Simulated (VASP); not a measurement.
# Ba2Te2H (P-4m2) in VASP: further runs

Ba2Te2H is run at these levels: PBE; tasks: single point, relaxation of cell and atoms.

All numbers are computed with VASP 6.6.1; they aren't measurements. Logs are shortened: lines on timing, memory, paths and dates and some standing lists are left out, and cuts for length are marked.

## Step 1: The cell of the first run

Symmetry: P-4m2, No. 115, tetragonal system. The conventional cell has a = 6.237 Å, b = 6.237 Å, c = 5.016 Å, α = 90.00°, β = 90.00°, γ = 90.00°. Within 4.4 Å of Ba (site symmetry 2mm) lie 4 Te at 3.32 to 3.41 Å and 2 H at 3.32 Å. Within 3.5 Å of Te (site symmetry -4m2) lie 2 H at 2.51 Å and 4 Ba at 3.41 Å. Te (site symmetry -4m2) has 4 Ba at 3.32 Å and 4 H at 4.41 Å within 4.5 Å. Within 3.4 Å of H (site symmetry -4m2) lie 2 Te at 2.51 Å and 4 Ba at 3.32 Å.

## Step 2: Single point, PBE (atoms taken out)

INCAR reads:

```
SYSTEM = Ba2Te2H
  PREC = Accurate
  ENCUT = 520
  EDIFF = 1E-7
  ISMEAR = 0
  SIGMA = 0.1
  LREAL = .False.
  LASPH = .True.
  NELM = 100
  ALGO = Normal
  ISIF = 2
  LWAVE = .False.
  LCHARG = .False.
  GGA = PE
  NBANDS = 24
```

KPOINTS reads:

```
regular mesh
0
Gamma
  4 4 2
  0 0 0
```

POSCAR reads:

```
Ba2Te2H
1.0
    6.2374123011      0.0000000000      0.0000000000
    0.0000000000      6.2374123011      0.0000000000
    0.0000000000      0.0000000000      5.0164120816
Ba Te H
2 2 1
Direct
    0.5000000000      0.0000000000      0.7754126649
    0.0000000000      0.5000000000      0.2245873351
    0.0000000000      0.0000000000      0.5000000000
    0.5000000000      0.5000000000      0.0000000000
    0.0000000000      0.0000000000      0.0000000000
```

Potentials or basis: VASP PAW PBE potentials, release 64 (Ba_sv, Te, H).

Command:

```console
$ cat potpaw_PBE.64/Ba_sv/POTCAR potpaw_PBE.64/Te/POTCAR potpaw_PBE.64/H/POTCAR > POTCAR
$ mpirun -np 1 vasp_std > vasp.out
```

OUTCAR:

```text
SYSTEM = Ba2Te2H
   PREC = Accurate
   ENCUT = 520
   EDIFF = 1E-7
   ISMEAR = 0
   LREAL = .False.
   LASPH = .True.
   NELM = 100
   ISIF = 2
   GGA = PE

 ion  position               nearest neighbor table
   1  0.500  0.000  0.775-   4 3.32   4 3.32   3 3.41   3 3.41
   2  0.000  0.500  0.225-   4 3.32   4 3.32   3 3.41   3 3.41
   3  0.000  0.000  0.500-   1 3.41   2 3.41   2 3.41   1 3.41
   4  0.500  0.500  0.000-   1 3.32   2 3.32   1 3.32   2 3.32
   5  0.000  0.000  0.000-

  LATTYP: Found a simple tetragonal cell.
 ALAT       =     6.2374123011
 C/A-ratio  =     0.8042457095

  Lattice vectors:

 A1 = (   6.2374123011,   0.0000000000,   0.0000000000)
 A2 = (   0.0000000000,   6.2374123011,   0.0000000000)
 A3 = (   0.0000000000,   0.0000000000,   5.0164120816)

Analysis of symmetry for initial positions (statically):
=====================================================================
 Subroutine PRICEL returns:
 Original cell was already a primitive cell.

 Routine SETGRP: Setting up the symmetry group for a
 simple tetragonal supercell.

 Subroutine GETGRP returns: Found  8 space group operations
 (whereof  8 operations were pure point group operations)
 out of a pool of 16 trial point group operations.

The static configuration has the point symmetry D_2d.

Analysis of symmetry for dynamics (positions and initial velocities):
=====================================================================
 Subroutine PRICEL returns:
 Original cell was already a primitive cell.

 Routine SETGRP: Setting up the symmetry group for a
 simple tetragonal supercell.

 Subroutine GETGRP returns: Found  8 space group operations
 (whereof  8 operations were pure point group operations)
 out of a pool of 16 trial point group operations.

The dynamic configuration has the point symmetry D_2d.

 Subroutine INISYM returns: Found  8 space group operations
 (whereof  8 operations are pure point group operations),
 and found     1 'primitive' translations

----------------------------------------------------------------------------------------

                                     Primitive cell

  volume of cell :     195.1651

[... 77 lines left out ...]
   LSORBIT =      F    spin-orbit coupling
   LASPH  =      T    aspherical Exc in radial PAW
   ENCUT  =  520.0 eV  38.22 Ry    6.18 a.u.  11.60 11.60  9.33*2*pi/ulx,y,z
   NELM   =    100;   NELMIN=  2; NELMDL= -5     # of ELM steps
   EDIFF  = 0.1E-06   stopping-criterion for ELM
   LREAL  =      F    real-space projection
   EDIFFG = 0.1E-05   stopping-criterion for IOM
   NSW    =      0    number of steps for IOM
   IBRION =     -1    ionic relax: 0-MD 1-quasi-New 2-CG
   NFREE  =      0    steps in history (QN), initial steepest desc. (CG)
   ISIF   =      2    stress and relaxation
   ISYM   =      2    0-nonsym 1-usesym 2-fastsym
   POTIM  = 0.5000    time-step for ionic-motion
   TEBEG  =    0.0;   TEEND  =   0.0 temperature during run
   PSTRESS=    0.0 pullay stress
   NELECT =      33.0000    total number of electrons
   NUPDOWN=      -1.0000    fix difference up-down
   EMIN   =  10.00;   EMAX   =-10.00  energy-range for DOS
   EFERMI =   0.00;   METHOD = LEGACY
   ISMEAR =     0;   SIGMA  =   0.10  broadening in eV -4-tet -1-fermi 0-gaus
   EFERMI_NEDOS =   21; number of points for ismear=-14 and -15
   IALGO  =     38    algorithm
   IMIX   =      4    mixing-type and parameters
     AMIX     =   0.40;   BMIX     =  1.00
     AMIX_MAG =   1.60;   BMIX_MAG =  1.00
  volume/ion in A,a.u.               =      39.03       263.41
  Fermi-wavevector in a.u.,A,eV,Ry     =   0.905271  1.710715 11.150195  0.819516
  Thomas-Fermi vector in A             =   2.028819
   LORBIT       =      0    0 simple, 1 ext, 2 COOP (PROOUT), +10 PAW based schemes
   GGA     = PE    functional components
   LHFCALC =     F    Hartree Fock is set to
   AEXX    =    0.0000 exact exchange contribution
   IVDW    =     0    specifies the selected vdW correction
   LEPSILON=     F    determine dielectric tensor
   LRPA    =     F    only Hartree local field effects (RPA)
 non-spin polarized calculation
 Gauss-broadening in eV      SIGMA  =   0.10
  energy-cutoff  :      520.00
  volume of cell :      195.17
 maximum number of plane-waves:      5280
 NGX is ok and might be reduce to    48
   NGX = 23   NGY = 23   NGZ = 19

 number of electron      33.0000000 magnetization

 Free energy of the ion-electron system (eV)
  ---------------------------------------------------
  ext. energy  EPLUGINS =         0.00000000
  ---------------------------------------------------
  free energy    TOTEN  =       -18.77283586 eV

  energy without entropy =      -18.77283586  energy(sigma->0) =      -18.77283586

 E-fermi :   2.1760     XC(G=0):  -7.7946

 val. band max:        1.7094178776   @ k =   0.5000   0.5000   0.0000
 cond. band min:       3.7107857939   @ k =   0.0000   0.0000   0.0000
 fundamental gap:      2.0013679163
 Fermi energy:         2.1759501205

 k-point     1 :       0.0000    0.0000    0.0000
  band No.  band energies     occupation
      1     -25.6631      2.00000
      2     -25.6498      2.00000
      3     -10.9918      2.00000
      4     -10.9367      2.00000
      5     -10.9367      2.00000
      6     -10.8796      2.00000
[... 313 lines left out ...]
     23       6.1321      0.00000
     24       6.3523      0.00000

------------------------ aborting loop because EDIFF is reached ----------------------------------------

  FORCE on cell =-STRESS in cart. coord.  units (eV):
  Direction    XX          YY          ZZ          XY          YZ          ZX
  --------------------------------------------------------------------------------------
  -------------------------------------------------------------------------------------
  Total        0.5289421      0.5289421     -0.0520502      0.0000000      0.0000000      0.0000000
  in kB        4.3422678      4.3422678     -0.4272980      0.0000000      0.0000000      0.0000000
  external PRESSURE =       2.7524125 kB  Pullay stress =       0.0000000 kB

 VOLUME and BASIS-vectors are now :
 -----------------------------------------------------------------------------
  energy-cutoff  :      520.00
  volume of cell :      195.17
      direct lattice vectors                 reciprocal lattice vectors
     6.237412301  0.000000000  0.000000000     0.160322895  0.000000000  0.000000000
     0.000000000  6.237412301  0.000000000     0.000000000  0.160322895  0.000000000
     0.000000000  0.000000000  5.016412082     0.000000000  0.000000000  0.199345665

 POSITION                                       TOTAL-FORCE (eV/Angst)
 -----------------------------------------------------------------------------------
      3.11871      0.00000      3.88979         0.000000     -0.000000     -0.011999
      0.00000      3.11871      1.12662        -0.000000     -0.000000      0.011999
      0.00000      0.00000      2.50821         0.000000     -0.000000      0.000000
      3.11871      3.11871      0.00000         0.000000      0.000000      0.000000
      0.00000      0.00000      0.00000         0.000000     -0.000000      0.000000
 -----------------------------------------------------------------------------------
    total drift:                               -0.000000      0.000000      0.000000

  FREE ENERGIE OF THE ION-ELECTRON SYSTEM (eV)
  ---------------------------------------------------
  free  energy   TOTEN  =       -18.7728358617 eV

  energy  without entropy=      -18.7728358617  energy(sigma->0) =      -18.77283586
```

Run time: 40 s. Hardware: 1 thread of AMD EPYC 9R45 (Zen 5), shared host; peak memory 0.28 GiB.

What came out:

| Item | Value |
| --- | --- |
| Free energy | -18.7728 eV |
| Pressure | 0.3 GPa |
| Largest force | 0.012 eV/Å |
| Band gap on the k mesh | zero (an odd number of electrons rules out a gap without spin polarisation) |

Forces on the atoms (eV/Å):
```
Ba   0.000  0.000 -0.012
Ba   0.000  0.000  0.012
Te   0.000  0.000  0.000
Te   0.000  0.000  0.000
H    0.000  0.000  0.000
```

Levels at points of the mesh, in eV from the Fermi level:
| k point | band 12 | band 13 | band 14 | band 15 | band 16 | band 17 | band 18 | band 19 | band 20 | band 21 |
| --- | --- | --- | --- | --- | --- | --- | --- | --- | --- | --- |
| (0.00, 0.00, 0.00) | -1.48 | -1.48 | -1.26 | -1.10 | -1.10 | -0.91 | 1.53 | 1.72 | 2.33 | 3.83 |
| (0.50, 0.00, 0.00) | -2.01 | -1.51 | -1.38 | -1.33 | -1.01 | -0.78 | 2.00 | 2.05 | 2.57 | 2.91 |
| (0.50, 0.50, 0.00) | -2.62 | -1.40 | -1.37 | -1.37 | -0.90 | -0.47 | 2.04 | 2.04 | 2.13 | 4.28 |
| (0.00, 0.00, 0.50) | -1.97 | -1.59 | -1.59 | -1.32 | -1.32 | 2.63 | 3.08 | 3.30 | 4.04 | 4.04 |
| (0.50, 0.00, 0.50) | -2.08 | -1.67 | -1.62 | -1.45 | -1.25 | 2.67 | 2.71 | 2.75 | 2.98 | 3.31 |
| (0.50, 0.50, 0.50) | -1.89 | -1.89 | -1.64 | -1.64 | -1.50 | 2.19 | 2.19 | 2.55 | 2.89 | 3.48 |

Caveat: the k points lie up to 0.63 Å⁻¹ apart, too coarse for converged energies and pressures of a metal; the cell differs from its parent crystal (atoms taken out); spin-orbit coupling is left out, which moves the levels of the heavy elements.

## Step 3: Single point, PBE (atoms taken out)

INCAR reads:

```
SYSTEM = Ba2Te2H
PREC     = Accurate       ! precision mode
ENCUT    = 520            ! plane-wave cutoff, eV
EDIFF    = 1E-6           ! SCF threshold, eV
ISMEAR   = 0              ! smearing method
SIGMA    = 0.1            ! smearing width, eV
LREAL    = .False.        ! projectors in reciprocal space
LASPH    = .True.         ! aspherical terms in the spheres
NELM     = 80             ! most SCF steps
ALGO     = Normal         ! electronic algorithm
ISIF     = 2              ! what is computed and relaxed
LWAVE    = .False.        ! write WAVECAR
LCHARG   = .False.        ! write CHGCAR
GGA      = PE             ! functional
NBANDS   = 24             ! bands
```

KPOINTS reads:

```
Automatic mesh
0
Gamma
  4 4 2
  0 0 0
```

POSCAR reads:

```
Ba2Te2H
1.0
    5.6632202900      0.0000000000      0.0000000000
    0.0000000000      5.6632202900      0.0000000000
    0.0000000000      0.0000000000      8.0090029300
Ba Te H
2 2 1
Direct
    0.5000000000      0.0000000000      0.7500000000
    0.0000000000      0.5000000000      0.2500000000
    0.0000000000      0.0000000000      0.5000000000
    0.5000000000      0.5000000000      0.0000000000
    0.0000000000      0.0000000000      0.0000000000
```

Potentials or basis: VASP PAW PBE potentials, release 64 (Ba_sv, Te, H).

Command:

```console
$ cat potpaw_PBE.64/Ba_sv/POTCAR potpaw_PBE.64/Te/POTCAR potpaw_PBE.64/H/POTCAR > POTCAR
$ mpirun -np 1 vasp_std > vasp.out
```

OUTCAR:

```text
SYSTEM = Ba2Te2H
   PREC = Accurate
   ENCUT = 520
   EDIFF = 1E-6
   ISMEAR = 0
   LREAL = .False.
   LASPH = .True.
   NELM = 80
   ISIF = 2
   GGA = PE

 ion  position               nearest neighbor table
   1  0.500  0.000  0.750-   3 3.47   4 3.47   4 3.47   3 3.47
   2  0.000  0.500  0.250-   3 3.47   4 3.47   3 3.47   4 3.47
   3  0.000  0.000  0.500-   1 3.47   2 3.47   2 3.47   1 3.47
   4  0.500  0.500  0.000-   1 3.47   2 3.47   1 3.47   2 3.47
   5  0.000  0.000  0.000-

  LATTYP: Found a simple tetragonal cell.
 ALAT       =     5.6632202900
 C/A-ratio  =     1.4142135605

  Lattice vectors:

 A1 = (   5.6632202900,   0.0000000000,   0.0000000000)
 A2 = (   0.0000000000,   5.6632202900,   0.0000000000)
 A3 = (   0.0000000000,   0.0000000000,   8.0090029300)

Analysis of symmetry for initial positions (statically):
=====================================================================
 Subroutine PRICEL returns:
 Original cell was already a primitive cell.

 Routine SETGRP: Setting up the symmetry group for a
 simple tetragonal supercell.

 Subroutine GETGRP returns: Found  8 space group operations
 (whereof  8 operations were pure point group operations)
 out of a pool of 16 trial point group operations.

The static configuration has the point symmetry D_2d.

Analysis of symmetry for dynamics (positions and initial velocities):
=====================================================================
 Subroutine PRICEL returns:
 Original cell was already a primitive cell.

 Routine SETGRP: Setting up the symmetry group for a
 simple tetragonal supercell.

 Subroutine GETGRP returns: Found  8 space group operations
 (whereof  8 operations were pure point group operations)
[... 109 lines left out ...]
   EFERMI =   0.00;   METHOD = LEGACY
   ISMEAR =     0;   SIGMA  =   0.10  broadening in eV -4-tet -1-fermi 0-gaus
   EFERMI_NEDOS =   21; number of points for ismear=-14 and -15
   IALGO  =     38    algorithm
   IMIX   =      4    mixing-type and parameters
     AMIX     =   0.40;   BMIX     =  1.00
     AMIX_MAG =   1.60;   BMIX_MAG =  1.00
  volume/ion in A,a.u.               =      51.37       346.68
  Fermi-wavevector in a.u.,A,eV,Ry     =   0.826059  1.561025  9.284253  0.682373
  Thomas-Fermi vector in A             =   1.938025
   LORBIT       =      0    0 simple, 1 ext, 2 COOP (PROOUT), +10 PAW based schemes
   GGA     = PE    functional components
   LHFCALC =     F    Hartree Fock is set to
   AEXX    =    0.0000 exact exchange contribution
   IVDW    =     0    specifies the selected vdW correction
   LEPSILON=     F    determine dielectric tensor
   LRPA    =     F    only Hartree local field effects (RPA)
 non-spin polarized calculation
 Gauss-broadening in eV      SIGMA  =   0.10
  energy-cutoff  :      520.00
  volume of cell :      256.87
 maximum number of plane-waves:      6958
   NGX = 21   NGY = 21   NGZ = 29

 number of electron      32.9999999 magnetization

 Free energy of the ion-electron system (eV)
  ---------------------------------------------------
  ext. energy  EPLUGINS =         0.00000000
  ---------------------------------------------------
  free energy    TOTEN  =       -17.46243889 eV

  energy without entropy =      -17.44502453  energy(sigma->0) =      -17.45373171

 E-fermi :  -0.1270     XC(G=0):  -6.6669

 val. band max:       -0.2062632973   @ k =   0.2500   0.2500   0.0000
 cond. band min:      -0.1126044103   @ k =   0.0000   0.0000   0.5000
 fundamental gap:      0.0936588871
 Fermi energy:        -0.1270060575

 k-point     1 :       0.0000    0.0000    0.0000
  band No.  band energies     occupation
      1     -27.3404      2.00000
      2     -27.3374      2.00000
      3     -12.6424      2.00000
      4     -12.5513      2.00000
      5     -12.5513      2.00000
      6     -12.5006      2.00000
[... 313 lines left out ...]
     23       4.5956      0.00000
     24       4.6265      0.00000

------------------------ aborting loop because EDIFF is reached ----------------------------------------

  FORCE on cell =-STRESS in cart. coord.  units (eV):
  Direction    XX          YY          ZZ          XY          YZ          ZX
  --------------------------------------------------------------------------------------
  -------------------------------------------------------------------------------------
  Total       -2.0012096     -2.0012096     -2.4996463      0.0000000     -0.0000000      0.0000000
  in kB      -12.4823916    -12.4823916    -15.5913518      0.0000000     -0.0000000      0.0000000
  external PRESSURE =     -13.5187117 kB  Pullay stress =       0.0000000 kB

 VOLUME and BASIS-vectors are now :
 -----------------------------------------------------------------------------
  energy-cutoff  :      520.00
  volume of cell :      256.87
      direct lattice vectors                 reciprocal lattice vectors
     5.663220290  0.000000000  0.000000000     0.176577980  0.000000000  0.000000000
     0.000000000  5.663220290  0.000000000     0.000000000  0.176577980  0.000000000
     0.000000000  0.000000000  8.009002930     0.000000000  0.000000000  0.124859487

 POSITION                                       TOTAL-FORCE (eV/Angst)
 -----------------------------------------------------------------------------------
      2.83161      0.00000      6.00675         0.000000      0.000000      0.437495
      0.00000      2.83161      2.00225        -0.000000      0.000000     -0.437495
      0.00000      0.00000      4.00450         0.000000      0.000000      0.000000
      2.83161      2.83161      0.00000         0.000000     -0.000000      0.000000
      0.00000      0.00000      0.00000         0.000000      0.000000      0.000000
 -----------------------------------------------------------------------------------
    total drift:                                0.000000     -0.000000      0.000000

  FREE ENERGIE OF THE ION-ELECTRON SYSTEM (eV)
  ---------------------------------------------------
  free  energy   TOTEN  =       -17.4624388930 eV

  energy  without entropy=      -17.4450245341  energy(sigma->0) =      -17.45373171
```

OSZICAR:

```text
N       E                     dE             d eps       ncg     rms          rms(c)
DAV:   1     0.223163180095E+03    0.22316E+03   -0.11396E+04   576   0.104E+03
DAV:   2     0.454912513993E+01   -0.21861E+03   -0.21184E+03   792   0.205E+02
DAV:   3    -0.168003591478E+02   -0.21349E+02   -0.21031E+02   800   0.704E+01
DAV:   4    -0.179245329869E+02   -0.11242E+01   -0.11231E+01   960   0.136E+01
DAV:   5    -0.179411226490E+02   -0.16590E-01   -0.16589E-01   736   0.185E+00    0.475E+00
DAV:   6    -0.174926491752E+02    0.44847E+00   -0.73999E-01   840   0.272E+00    0.314E+00
DAV:   7    -0.174314516449E+02    0.61198E-01   -0.65985E-01   784   0.288E+00    0.113E+00
DAV:   8    -0.174524743274E+02   -0.21023E-01   -0.78055E-02   728   0.119E+00    0.255E-01
DAV:   9    -0.174568676482E+02   -0.43933E-02   -0.59497E-03   760   0.360E-01    0.177E-01
DAV:  10    -0.174605616438E+02   -0.36940E-02   -0.27029E-03   680   0.196E-01    0.624E-02
DAV:  11    -0.174622422456E+02   -0.16806E-02   -0.23286E-03   656   0.178E-01    0.273E-02
DAV:  12    -0.174623577617E+02   -0.11552E-03   -0.11940E-04   832   0.424E-02    0.214E-02
DAV:  13    -0.174624328721E+02   -0.75110E-04   -0.13652E-04   656   0.448E-02    0.600E-03
DAV:  14    -0.174624363236E+02   -0.34514E-05   -0.62744E-06   696   0.992E-03    0.507E-03
DAV:  15    -0.174624381603E+02   -0.18367E-05   -0.10209E-06   584   0.509E-03    0.324E-03
DAV:  16    -0.174624388930E+02   -0.73276E-06   -0.10126E-06   584   0.446E-03
   1 F= -.17462439E+02 E0= -.17453732E+02  d E =-.174144E-01
```

It took 47 s on 1 thread of AMD EPYC 9R45 (Zen 5), shared host; peak memory 0.32 GiB.

What came out:

* Free energy: -17.4624 eV
* Pressure: -1.4 GPa
* Largest force: 0.437 eV/Å
* Band gap on the k mesh: zero (an odd number of electrons rules out a gap without spin polarisation)

Forces on the atoms (eV/Å):
```
Ba   0.000  0.000  0.437
Ba   0.000  0.000 -0.437
Te   0.000  0.000  0.000
Te   0.000  0.000  0.000
H    0.000  0.000  0.000
```

Stress tensor (GPa, compression positive):
```
-1.25  0.00  0.00
 0.00 -1.25  0.00
 0.00  0.00 -1.56
```

Caveat: the k points lie up to 0.39 Å⁻¹ apart, too coarse for converged energies and pressures of a metal; the cell differs from its parent crystal (atoms taken out); spin-orbit coupling is left out, which moves the levels of the heavy elements.

[end of part 1 of 2]

The gap in the log of VASP goes by the Fermi energy; the results here count the filled bands.